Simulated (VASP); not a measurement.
# Ba (Pm-3m) in VASP: notebook, part 2 of 2

VASP 6.6.1. Earlier steps stand in the parts before.

## 4. Single point, r2SCAN

This run uses another cell than the first one, of 25.25 Å³/atom, 0.420 times its volume.

POSCAR reads:

```
Ba
1.0
    2.9337871490      0.0000000000      0.0000000000
    0.0000000000      2.9337871490      0.0000000000
    0.0000000000      0.0000000000      2.9337871490
Ba
1
Direct
    0.0000000000      0.0000000000      0.0000000000
```

INCAR.step1 reads:

```
PREC = Accurate
ENCUT = 520
ISMEAR = -1
SIGMA = 0.05
LREAL = False
LASPH = True
NELM = 80
NBANDS = 11
GGA = PE
ALGO = Normal
EDIFF = 1E-4
LWAVE = True
LCHARG = False
```

INCAR.step2 reads:

```
PREC = Accurate
ENCUT = 520
EDIFF = 1E-7
ISMEAR = -1
SIGMA = 0.05
LREAL = False
LASPH = True
NELM = 80
ALGO = Normal
ISIF = 2
LWAVE = False
LCHARG = True
METAGGA = R2SCAN
LMIXTAU = True
LELF = True
LVHAR = True
NBANDS = 11
ISTART = 1
```

KPOINTS reads:

```
regular mesh
0
Gamma
  7 7 7
```

Potentials or basis: VASP PAW PBE potentials, release 64 (Ba_sv).

Run with:

```sh
cat potpaw_PBE.64/Ba_sv/POTCAR > POTCAR
cp INCAR.step1 INCAR
mpirun -np 1 vasp_std > vasp.out
cp INCAR.step2 INCAR
mpirun -np 1 vasp_std > vasp.out
```

OUTCAR:

```text
PREC = Accurate
   ENCUT = 520
   EDIFF = 1E-7
   ISMEAR = -1
   LREAL = False
   LASPH = True
   NELM = 80
   ISIF = 2
   METAGGA = R2SCAN
   ISTART = 1

 ion  position               nearest neighbor table
   1  0.000  0.000  0.000-

  LATTYP: Found a simple cubic cell.
 ALAT       =     2.9337871490

  Lattice vectors:

 A1 = (   2.9337871490,   0.0000000000,   0.0000000000)
 A2 = (   0.0000000000,   2.9337871490,   0.0000000000)
 A3 = (   0.0000000000,   0.0000000000,   2.9337871490)

Analysis of symmetry for initial positions (statically):
=====================================================================
 Subroutine PRICEL returns:
 Original cell was already a primitive cell.

 Routine SETGRP: Setting up the symmetry group for a
 simple cubic supercell.

 Subroutine GETGRP returns: Found 48 space group operations
 (whereof 48 operations were pure point group operations)
 out of a pool of 48 trial point group operations.

The static configuration has the point symmetry O_h .

Analysis of symmetry for dynamics (positions and initial velocities):
=====================================================================
 Subroutine PRICEL returns:
 Original cell was already a primitive cell.

 Routine SETGRP: Setting up the symmetry group for a
 simple cubic supercell.

 Subroutine GETGRP returns: Found 48 space group operations
 (whereof 48 operations were pure point group operations)
 out of a pool of 48 trial point group operations.

The dynamic configuration has the point symmetry O_h .

 Subroutine INISYM returns: Found 48 space group operations
 (whereof 48 operations are pure point group operations),
 and found     1 'primitive' translations

----------------------------------------------------------------------------------------

                                     Primitive cell

  volume of cell :      25.2514

  direct lattice vectors                    reciprocal lattice vectors
     2.933787149  0.000000000  0.000000000     0.340856357  0.000000000  0.000000000
     0.000000000  2.933787149  0.000000000     0.000000000  0.340856357  0.000000000
     0.000000000  0.000000000  2.933787149     0.000000000  0.000000000  0.340856357

  length of vectors
     2.933787149  2.933787149  2.933787149     0.340856357  0.340856357  0.340856357

  position of ions in fractional coordinates (direct lattice)
     0.000000000  0.000000000  0.000000000

  ion indices of the primitive-cell ions
   primitive index   ion index
                 1           1

----------------------------------------------------------------------------------------

 KPOINTS: regular mesh

Automatic generation of k-mesh.
 Grid dimensions read from file:
 generate k-points for:    7    7    7

 Generating k-lattice:

  Cartesian coordinates                     Fractional coordinates (reciprocal lattice)
     0.048693765  0.000000000  0.000000000     0.142857143  0.000000000  0.000000000
     0.000000000  0.048693765  0.000000000     0.000000000  0.142857143  0.000000000
     0.000000000  0.000000000  0.048693765     0.000000000  0.000000000  0.142857143

  Length of vectors
     0.048693765  0.048693765  0.048693765

  Shift w.r.t. Gamma in fractional coordinates (k-lattice)
     0.000000000  0.000000000  0.000000000

 Subroutine IBZKPT returns following result:
 ===========================================

 Found     20 irreducible k-points:

 Following reciprocal coordinates:
            Coordinates               Weight
  0.000000  0.000000  0.000000      1.000000
  0.142857  0.000000  0.000000      6.000000
  0.285714  0.000000  0.000000      6.000000
  0.428571  0.000000  0.000000      6.000000
  0.142857  0.142857  0.000000     12.000000
  0.285714  0.142857  0.000000     24.000000
[... 12 lines left out ...]
  0.428571  0.428571  0.285714     24.000000
  0.428571  0.428571  0.428571      8.000000
   k-points           NKPTS =     20   k-points in BZ     NKDIM =     20   number of bands    NBANDS=     11
   number of dos      NEDOS =    301   number of ions     NIONS =      1
   total plane-waves  NPLWV =  13824
   dimension x,y,z NGX =    24 NGY =   24 NGZ =   24
   dimension x,y,z NGXF=    48 NGYF=   48 NGZF=   48
   ions per type =               1
   NGX,Y,Z   is equivalent  to a cutoff of  13.60, 13.60, 13.60 a.u.
   NGXF,Y,Z  is equivalent  to a cutoff of  27.20, 27.20, 27.20 a.u.
 SYSTEM =  unknown system
   PREC   = accura    normal or accurate (medium, high low for compatibility)
   ISTART =      1    job   : 0-new  1-cont  2-samecut
   ICHARG =      0    charge: 1-file 2-atom 10-const
   ISPIN  =      1    spin polarized calculation?
   LNONCOLLINEAR =      F non collinear calculations
   LSORBIT =      F    spin-orbit coupling
   LASPH  =      T    aspherical Exc in radial PAW
   ENCUT  =  520.0 eV  38.22 Ry    6.18 a.u.   5.45  5.45  5.45*2*pi/ulx,y,z
   NELM   =     80;   NELMIN=  2; NELMDL=  0     # of ELM steps
   EDIFF  = 0.1E-06   stopping-criterion for ELM
   LREAL  =      F    real-space projection
   EDIFFG = 0.1E-05   stopping-criterion for IOM
   NSW    =      0    number of steps for IOM
   IBRION =     -1    ionic relax: 0-MD 1-quasi-New 2-CG
   NFREE  =      0    steps in history (QN), initial steepest desc. (CG)
   ISIF   =      2    stress and relaxation
   ISYM   =      2    0-nonsym 1-usesym 2-fastsym
   POTIM  = 0.5000    time-step for ionic-motion
   TEBEG  =    0.0;   TEEND  =   0.0 temperature during run
   PSTRESS=    0.0 pullay stress
   NELECT =      10.0000    total number of electrons
   NUPDOWN=      -1.0000    fix difference up-down
   EMIN   =  10.00;   EMAX   =-10.00  energy-range for DOS
   EFERMI =   0.00;   METHOD = LEGACY
   ISMEAR =    -1;   SIGMA  =   0.05  broadening in eV -4-tet -1-fermi 0-gaus
   EFERMI_NEDOS =   21; number of points for ismear=-14 and -15
   IALGO  =     38    algorithm
   IMIX   =      4    mixing-type and parameters
     AMIX     =   0.40;   BMIX     =  1.00
     AMIX_MAG =   1.60;   BMIX_MAG =  1.00
  volume/ion in A,a.u.               =      25.25       170.40
  Fermi-wavevector in a.u.,A,eV,Ry     =   1.202208  2.271843 19.664551  1.445304
  Thomas-Fermi vector in A             =   2.337996
   LORBIT       =      0    0 simple, 1 ext, 2 COOP (PROOUT), +10 PAW based schemes
   METAGGA = R2SCAN    functional components
   LHFCALC =     F    Hartree Fock is set to
   AEXX    =    0.0000 exact exchange contribution
   IVDW    =     0    specifies the selected vdW correction
   LEPSILON=     F    determine dielectric tensor
   LRPA    =     F    only Hartree local field effects (RPA)
 non-spin polarized calculation
  energy-cutoff  :      520.00
  volume of cell :       25.25
 maximum number of plane-waves:       696
 NGX is ok and might be reduce to    24
   NGX = 11   NGY = 11   NGZ = 11

 number of electron      10.0000000 magnetization

 Free energy of the ion-electron system (eV)
  ---------------------------------------------------
  ext. energy  EPLUGINS =         0.00000000
  ---------------------------------------------------
  free energy    TOTEN  =       -24.22456332 eV

  energy without entropy =      -24.21316535  energy(sigma->0) =      -24.21886433

 E-fermi :   6.6666     XC(G=0): -11.6887

 val. band max:        6.6625268658   @ k =   0.4286   0.4286   0.2857
 cond. band min:       6.6667169523   @ k =   0.4286   0.0000   0.0000
 fundamental gap:      0.0041900865
 Fermi energy:         6.6666154472

 k-point     1 :       0.0000    0.0000    0.0000
  band No.  band energies     occupation
      1     -24.6595      2.00000
      2      -5.8727      2.00000
      3      -5.8727      2.00000
      4      -5.8727      2.00000
      5       5.2490      2.00000
      6       5.2490      2.00000
      7       5.3775      2.00000
      8      18.0680      0.00000
      9      18.0680      0.00000
     10      18.0680      0.00000
     11      22.2500      0.00000
[... 253 lines left out ...]
 k-point    20 :       0.4286    0.4286    0.4286
  band No.  band energies     occupation
      1     -21.5398      2.00000
      2      -9.4273      2.00000
      3      -9.4273      2.00000
      4      -9.4191      2.00000
      5       4.5089      2.00000
      6       4.8979      2.00000
      7       4.8979      2.00000
      8      11.5838      0.00000
      9      21.4825      0.00000
     10      21.4825      0.00000
     11      25.8167      0.00000

------------------------ aborting loop because EDIFF is reached ----------------------------------------

  FORCE on cell =-STRESS in cart. coord.  units (eV):
  Direction    XX          YY          ZZ          XY          YZ          ZX
  --------------------------------------------------------------------------------------
  -------------------------------------------------------------------------------------
  Total        5.9939793      5.9939793      5.9939793      0.0000000      0.0000000     -0.0000000
  in kB      380.3119885    380.3119885    380.3119885      0.0000000      0.0000000     -0.0000000
  external PRESSURE =     380.3119885 kB  Pullay stress =       0.0000000 kB

 VOLUME and BASIS-vectors are now :
 -----------------------------------------------------------------------------
  energy-cutoff  :      520.00
  volume of cell :       25.25
      direct lattice vectors                 reciprocal lattice vectors
     2.933787149  0.000000000  0.000000000     0.340856357  0.000000000  0.000000000
     0.000000000  2.933787149  0.000000000     0.000000000  0.340856357  0.000000000
     0.000000000  0.000000000  2.933787149     0.000000000  0.000000000  0.340856357

 POSITION                                       TOTAL-FORCE (eV/Angst)
 -----------------------------------------------------------------------------------
      0.00000      0.00000      0.00000         0.000000      0.000000      0.000000
 -----------------------------------------------------------------------------------
    total drift:                                0.000000      0.000000      0.000000

  FREE ENERGIE OF THE ION-ELECTRON SYSTEM (eV)
  ---------------------------------------------------
  free  energy   TOTEN  =       -24.2245633153 eV

  energy  without entropy=      -24.2131653486  energy(sigma->0) =      -24.21886433
```

OUTCAR.step1:

```text
PREC = Accurate
   ENCUT = 520
   ISMEAR = -1
   LREAL = False
   LASPH = True
   NELM = 80
[... 488 lines left out ...]
 POSITION                                       TOTAL-FORCE (eV/Angst)
 -----------------------------------------------------------------------------------
      0.00000      0.00000      0.00000         0.000000      0.000000      0.000000
 -----------------------------------------------------------------------------------
    total drift:                               -0.000000      0.000000      0.000000

  FREE ENERGIE OF THE ION-ELECTRON SYSTEM (eV)
  ---------------------------------------------------
  free  energy   TOTEN  =         0.3329896098 eV

  energy  without entropy=        0.3421214636  energy(sigma->0) =        0.33755554
```

Wall time 11 s (1 thread of Intel Xeon 6975P-C (Granite Rapids), shared host); peak memory 0.14 GiB.

What came out:

```yaml
Free_energy: -24.2246 eV
Pressure: 38.0 GPa
Band_gap_on_the_k_mesh: zero (band 5 reaches 7.65 eV, above the bottom of band 6 at 4.90 eV)
```

Levels at points of the mesh, in eV from the Fermi level:
```tsv
k point	band 3	band 4	band 5	band 6	band 7	band 8
(0.00, 0.00, 0.00)	-12.54	-12.54	-1.42	-1.42	-1.29	11.40
```

Caveat: the PAW data sets were made with another functional, which shifts forces and pressure a little; spin-orbit coupling is left out, which moves the levels of the heavy elements.

## 5. Overview

| level | potentials or basis | cell | smearing | gap on the mesh (eV) | pressure (GPa) |
| --- | --- | --- | --- | --- | --- |
| PBEsol | VASP PAW PBE potentials, release 64 (Ba_sv) | a = 3.918 Å, 1 atom | gaussian 0.02 eV | 0.11 | -0.4 |
| LDA | VASP PAW LDA potentials, release 64 (Ba_sv) | a = 3.918 Å, 1 atom | gaussian 0.02 eV | 0.05 | -1.0 |
| r2SCAN | VASP PAW PBE potentials, release 64 (Ba_sv) | a = 2.934 Å, 1 atom | fermi-dirac 0.05 eV | none | 38.0 |

Alike in all rows: task single point; no spin polarisation; k mesh 7 × 7 × 7; cutoff (eV) 520.

Caveats: spin-orbit coupling is left out, which moves the levels of the heavy elements; the PAW data sets were made with another functional, which shifts forces and pressure a little (some runs).

Total energies depend on the potentials used, so only differences within one code and one set of settings carry meaning.
